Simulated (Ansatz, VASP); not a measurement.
W: VASP beside Ansatz

```
W
1.0
    -0.74755    1.75975    1.75975
     1.75975   -0.74755    1.75975
     1.75975    1.75975   -0.74755
W
1
Direct
  0.00000 0.00000 0.00000
```

Alike in both runs: task single point; functional PBE; k mesh 22 × 22 × 22; occupations gaussian, width 0.15 eV; no spin polarisation.

|  | VASP | Ansatz |
| --- | --- | --- |
| version | VASP 6.6.1 | Ansatz 0.2.0 |
| potentials or method | VASP PAW PBE potentials, release 64 (W_sv), cutoff 520 eV | scalar-relativistic, plane waves, PAW |
| valence electrons in the cell | 14 | 14 |

```tsv
	VASP	Ansatz	Ansatz less VASP
gap on the k mesh at the Fermi level (eV)	none	none	-
pressure (GPa)	11.7	11.1	-0.69
traceless stress, the component that is largest in VASP (GPa)	7.24	7.20	-0.045
```

A gap of «none» marks a metal or a gap that the smearing closes. With one functional, cell and mesh, what is left measures potentials, basis and numerics.

Neither program's run includes spin-orbit coupling.
